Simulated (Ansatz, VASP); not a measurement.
Two plane-wave programs on AlC2

```
Al C
1.0
     1.28246    0.74043    5.10574
    -1.28246    0.74043    5.10574
     0.00000   -1.48086    5.10574
Al C
1 2
Direct
  0.00000 0.00000 0.00000
  0.83872 0.83872 0.83872
  0.16128 0.16128 0.16128
```

Alike in both runs: functional PBE; k mesh 6 × 6 × 6; occupations gaussian, width 0.1 eV; no spin polarisation.

Ansatz relaxed the structure, and its values are those at the end. VASP's run is a single point on that final structure, the one shown.

|  | VASP | Ansatz |
| --- | --- | --- |
| version | VASP 6.6.1 | Ansatz 0.2.0 |
| potentials or method | VASP PAW PBE potentials, release 64 (Al, C), cutoff 520 eV | scalar-relativistic, plane waves, PAW |
| valence electrons in the cell | 11 | 11 |

|  | VASP | Ansatz | Ansatz less VASP |
| --- | --- | --- | --- |
| gap on the k mesh at the Fermi level (eV) | none | none | - |
| pressure (GPa) | 0.3 | 0.1 | -0.20 |
| rms of the force components (eV/Å) | 0.003 | 0.000 | -0.0033 |

A gap of «none» marks a metal or a gap that the smearing closes.

The k mesh is coarse, so the values compare programs but aren't converged.
